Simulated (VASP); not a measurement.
# W (Im-3m) in VASP: notebook

The runs below take W through single point, with PBE.

Program: VASP 6.6.1. These are calculated values, not measurements. Logs are shortened: lines on timing, memory, paths and dates and some standing lists are left out, and cuts for length are marked.

### 1 The cell of the first run

The structure is cubic, space group Im-3m (No. 229). Conventional cell: a = 3.157 Å, b = 3.157 Å, c = 3.157 Å, α = 90.00°, β = 90.00°, γ = 90.00°. W (site symmetry m-3m) has 14 W at 2.73 to 3.16 Å within 3.6 Å.

### 2 Single point, PBE

File INCAR:

```
SYSTEM = W
ALGO     = Normal         ! electronic algorithm
EDIFF    = 1E-7           ! SCF threshold, eV
ENCUT    = 520            ! plane-wave cutoff, eV
GGA      = PE             ! functional
ISIF     = 2              ! what is computed and relaxed
ISMEAR   = 0              ! smearing method
LASPH    = .TRUE.         ! aspherical terms in the spheres
LCHARG   = .FALSE.        ! write CHGCAR
LREAL    = .FALSE.        ! projectors in reciprocal space
LWAVE    = .FALSE.        ! write WAVECAR
NBANDS   = 13             ! bands
NELM     = 100            ! most SCF steps
PREC     = Accurate       ! precision mode
SIGMA    = 0.1            ! smearing width, eV
```

File KPOINTS:

```
k-points
0
G
  18 18 18
  0 0 0
```

File POSCAR:

```
W
1.0
   -1.5786601914      1.5786601914      1.5786601914
    1.5786601914     -1.5786601914      1.5786601914
    1.5786601914      1.5786601914     -1.5786601914
W
1
Direct
    0.0000000000      0.0000000000      0.0000000000
```

Potentials or basis: VASP PAW PBE potentials, release 64 (W_sv).

Command:

```console
$ cat potpaw_PBE.64/W_sv/POTCAR > POTCAR
$ mpirun -np 1 vasp_std > vasp.out
```

OUTCAR:

```text
SYSTEM = W
   EDIFF = 1E-7
   ENCUT = 520
   GGA = PE
   ISIF = 2
   ISMEAR = 0
   LASPH = .TRUE.
   LREAL = .FALSE.
   NELM = 100
   PREC = Accurate

 ion  position               nearest neighbor table
   1  0.000  0.000  0.000-

  LATTYP: Found a body centered cubic cell.
 ALAT       =     3.1573203828

  Lattice vectors:

 A1 = (  -1.5786601914,   1.5786601914,   1.5786601914)
 A2 = (   1.5786601914,  -1.5786601914,   1.5786601914)
 A3 = (   1.5786601914,   1.5786601914,  -1.5786601914)

Analysis of symmetry for initial positions (statically):
=====================================================================
 Subroutine PRICEL returns:
 Original cell was already a primitive cell.

 Routine SETGRP: Setting up the symmetry group for a
 body centered cubic supercell.

 Subroutine GETGRP returns: Found 48 space group operations
 (whereof 48 operations were pure point group operations)
 out of a pool of 48 trial point group operations.

The static configuration has the point symmetry O_h .

Analysis of symmetry for dynamics (positions and initial velocities):
=====================================================================
 Subroutine PRICEL returns:
 Original cell was already a primitive cell.

 Routine SETGRP: Setting up the symmetry group for a
 body centered cubic supercell.

 Subroutine GETGRP returns: Found 48 space group operations
 (whereof 48 operations were pure point group operations)
 out of a pool of 48 trial point group operations.

The dynamic configuration has the point symmetry O_h .

 Subroutine INISYM returns: Found 48 space group operations
 (whereof 48 operations are pure point group operations),
 and found     1 'primitive' translations

----------------------------------------------------------------------------------------

                                     Primitive cell

  volume of cell :      15.7371

  direct lattice vectors                    reciprocal lattice vectors
    -1.578660191  1.578660191  1.578660191     0.000000000  0.316724272  0.316724272
     1.578660191 -1.578660191  1.578660191     0.316724272  0.000000000  0.316724272
     1.578660191  1.578660191 -1.578660191     0.316724272  0.316724272  0.000000000

  length of vectors
     2.734319659  2.734319659  2.734319659     0.447915761  0.447915761  0.447915761

  position of ions in fractional coordinates (direct lattice)
     0.000000000  0.000000000  0.000000000

  ion indices of the primitive-cell ions
   primitive index   ion index
                 1           1

----------------------------------------------------------------------------------------

 KPOINTS: k-points

Automatic generation of k-mesh.
 Grid dimensions read from file:
 generate k-points for:   18   18   18

 Generating k-lattice:

  Cartesian coordinates                     Fractional coordinates (reciprocal lattice)
     0.000000000  0.017595793  0.017595793     0.055555556  0.000000000  0.000000000
     0.017595793  0.000000000  0.017595793     0.000000000  0.055555556  0.000000000
     0.017595793  0.017595793  0.000000000     0.000000000  0.000000000  0.055555556

  Length of vectors
     0.024884209  0.024884209  0.024884209

  Shift w.r.t. Gamma in fractional coordinates (k-lattice)
     0.000000000  0.000000000  0.000000000

 Subroutine IBZKPT returns following result:
 ===========================================

 Found    195 irreducible k-points:

 Following reciprocal coordinates:
            Coordinates               Weight
  0.000000  0.000000  0.000000      1.000000
  0.055556  0.000000  0.000000     12.000000
  0.111111  0.000000  0.000000     12.000000
  0.166667  0.000000  0.000000     12.000000
  0.222222  0.000000  0.000000     12.000000
  0.277778  0.000000  0.000000     12.000000
[... 16 lines left out ...]
  0.333333  0.111111 -0.000000     48.000000
  0.388889  0.111111 -0.000000     48.000000
 [... further k-points ...]
   k-points           NKPTS =    195   k-points in BZ     NKDIM =    195   number of bands    NBANDS=     13
   number of dos      NEDOS =    301   number of ions     NIONS =      1
   total plane-waves  NPLWV =   8000
   dimension x,y,z NGX =    20 NGY =   20 NGZ =   20
   dimension x,y,z NGXF=    40 NGYF=   40 NGZF=   40
   ions per type =               1
   NGX,Y,Z   is equivalent  to a cutoff of  12.16, 12.16, 12.16 a.u.
   NGXF,Y,Z  is equivalent  to a cutoff of  24.32, 24.32, 24.32 a.u.
 SYSTEM =  W
   PREC   = accura    normal or accurate (medium, high low for compatibility)
   ISTART =      0    job   : 0-new  1-cont  2-samecut
   ICHARG =      2    charge: 1-file 2-atom 10-const
   ISPIN  =      1    spin polarized calculation?
   LNONCOLLINEAR =      F non collinear calculations
   LSORBIT =      F    spin-orbit coupling
   LASPH  =      T    aspherical Exc in radial PAW
   ENCUT  =  520.0 eV  38.22 Ry    6.18 a.u.   5.08  5.08  5.08*2*pi/ulx,y,z
   NELM   =    100;   NELMIN=  2; NELMDL= -5     # of ELM steps
   EDIFF  = 0.1E-06   stopping-criterion for ELM
   LREAL  =      F    real-space projection
   EDIFFG = 0.1E-05   stopping-criterion for IOM
   NSW    =      0    number of steps for IOM
   IBRION =     -1    ionic relax: 0-MD 1-quasi-New 2-CG
   NFREE  =      0    steps in history (QN), initial steepest desc. (CG)
   ISIF   =      2    stress and relaxation
   ISYM   =      2    0-nonsym 1-usesym 2-fastsym
   POTIM  = 0.5000    time-step for ionic-motion
   TEBEG  =    0.0;   TEEND  =   0.0 temperature during run
   PSTRESS=    0.0 pullay stress
   NELECT =      14.0000    total number of electrons
   NUPDOWN=      -1.0000    fix difference up-down
   EMIN   =  10.00;   EMAX   =-10.00  energy-range for DOS
   EFERMI =   0.00;   METHOD = LEGACY
   ISMEAR =     0;   SIGMA  =   0.10  broadening in eV -4-tet -1-fermi 0-gaus
   EFERMI_NEDOS =   21; number of points for ismear=-14 and -15
   IALGO  =     38    algorithm
   IMIX   =      4    mixing-type and parameters
     AMIX     =   0.40;   BMIX     =  1.00
     AMIX_MAG =   1.60;   BMIX_MAG =  1.00
  volume/ion in A,a.u.               =      15.74       106.20
  Fermi-wavevector in a.u.,A,eV,Ry     =   1.574498  2.975370 33.729452  2.479045
  Thomas-Fermi vector in A             =   2.675623
   LORBIT       =      0    0 simple, 1 ext, 2 COOP (PROOUT), +10 PAW based schemes
   GGA     = PE    functional components
   LHFCALC =     F    Hartree Fock is set to
   AEXX    =    0.0000 exact exchange contribution
   IVDW    =     0    specifies the selected vdW correction
   LEPSILON=     F    determine dielectric tensor
   LRPA    =     F    only Hartree local field effects (RPA)
 non-spin polarized calculation
 Gauss-broadening in eV      SIGMA  =   0.10
  energy-cutoff  :      520.00
  volume of cell :       15.74
 maximum number of plane-waves:       436
   NGX = 11   NGY = 11   NGZ = 11

 number of electron      14.0000004 magnetization

 Free energy of the ion-electron system (eV)
  ---------------------------------------------------
  ext. energy  EPLUGINS =         0.00000000
  ---------------------------------------------------
  free energy    TOTEN  =       -12.93990337 eV

  energy without entropy =      -12.93646872  energy(sigma->0) =      -12.93818604

 E-fermi :  11.5454     XC(G=0): -13.6815

 val. band max:       11.5426212972   @ k =  -0.2778   0.3333   0.2222
 cond. band min:      11.5564232200   @ k =   0.5000   0.5000   0.2222
 fundamental gap:      0.0138019227
 Fermi energy:        11.5453880949

 k-point     1 :       0.0000    0.0000    0.0000
  band No.  band energies     occupation
      1     -62.6215      2.00000
      2     -26.1728      2.00000
      3     -26.1728      2.00000
      4     -26.1728      2.00000
      5       1.8714      2.00000
      6      10.3095      2.00000
      7      10.3095      2.00000
      8      10.3095      2.00000
      9      13.8295      0.00000
     10      13.8295      0.00000
     11      26.0822      0.00000
     12      26.0822      0.00000
     13      26.0822      0.00000

 k-point     2 :       0.0556    0.0000    0.0000
  band No.  band energies     occupation
      1     -62.6173      2.00000
      2     -26.2159      2.00000
      3     -26.1862      2.00000
      4     -26.1730      2.00000
      5       2.0228      2.00000
      6      10.2167      2.00000
      7      10.2889      2.00000
      8      10.4554      2.00000
      9      13.6786      0.00000
     10      13.8300      0.00000
     11      26.2131      0.00000
     12      26.3394      0.00000
     13      26.4593      0.00000

 k-point     3 :       0.1111    0.0000    0.0000
  band No.  band energies     occupation
      1     -62.6054      2.00000
      2     -26.3389      2.00000
      3     -26.2246      2.00000
      4     -26.1736      2.00000
      5       2.4596      2.00000
      6       9.9603      2.00000
      7      10.1993      2.00000
      8      10.8882      2.00000
      9      13.3565      0.00000
     10      13.8392      0.00000
     11      26.5430      0.00000
     12      27.0870      0.00000
     13      27.4231      0.00000
[... 305 lines left out ...]
 k-point    23 :       0.3333    0.1111   -0.0000
  band No.  band energies     occupation
      1     -62.4941      2.00000
      2     -27.3202      2.00000
      3     -26.5924      2.00000
      4     -26.2372      2.00000
      5       5.6794      2.00000
      6       8.2449      2.00000
      7      10.2314      2.00000
      8      13.5146      0.00000
      9      14.7150      0.00000
     10      16.9886      0.00000
     11      23.6610      0.00000
     12      24.9722      0.00000
     13      29.5052      0.00000

 k-point    24 :       0.3889    0.1111   -0.0000
  band No.  band energies     occupation
      1     -62.4827      2.00000
      2     -27.4105      2.00000
      3     -26.6370      2.00000
      4     -26.2388      2.00000
      5       5.6704      2.00000
      6       8.1020      2.00000
      7      10.9697      2.00000
      8      13.6013      0.00000
      9      14.9482      0.00000
     10      18.0454      0.00000
     11      22.5797      0.00000
     12      24.1567      0.00000
     13      28.4818      0.00000

 [... further k-points ...]
[... 5 lines left out ...]
  --------------------------------------------------------------------------------------
  -------------------------------------------------------------------------------------
  Total        0.8443264      0.8443264      0.8443264     -0.0000000      0.0000000     -0.0000000
  in kB       85.9597174     85.9597174     85.9597174     -0.0000000      0.0000000     -0.0000000
  external PRESSURE =      85.9597174 kB  Pullay stress =       0.0000000 kB

 VOLUME and BASIS-vectors are now :
 -----------------------------------------------------------------------------
  energy-cutoff  :      520.00
  volume of cell :       15.74
      direct lattice vectors                 reciprocal lattice vectors
    -1.578660191  1.578660191  1.578660191     0.000000000  0.316724272  0.316724272
     1.578660191 -1.578660191  1.578660191     0.316724272  0.000000000  0.316724272
     1.578660191  1.578660191 -1.578660191     0.316724272  0.316724272  0.000000000

 POSITION                                       TOTAL-FORCE (eV/Angst)
 -----------------------------------------------------------------------------------
      0.00000      0.00000      0.00000         0.000000      0.000000     -0.000000
 -----------------------------------------------------------------------------------
    total drift:                                0.000000     -0.000000      0.000000

  FREE ENERGIE OF THE ION-ELECTRON SYSTEM (eV)
  ---------------------------------------------------
  free  energy   TOTEN  =       -12.9399033708 eV

  energy  without entropy=      -12.9364687151  energy(sigma->0) =      -12.93818604
```

It took 34 s on 1 thread of AMD EPYC 7R13 (Zen 3), shared host; peak memory 0.12 GiB.

What came out:

```
Free energy            : -12.9399 eV
Pressure               : 8.6 GPa
Band gap on the k mesh : zero (band 7 reaches 16.77 eV, above the bottom of band 8 at 10.31 eV)
```

Caveat: spin-orbit coupling is left out, which moves the levels of the heavy elements.

(Continued in part 2 of 2.)
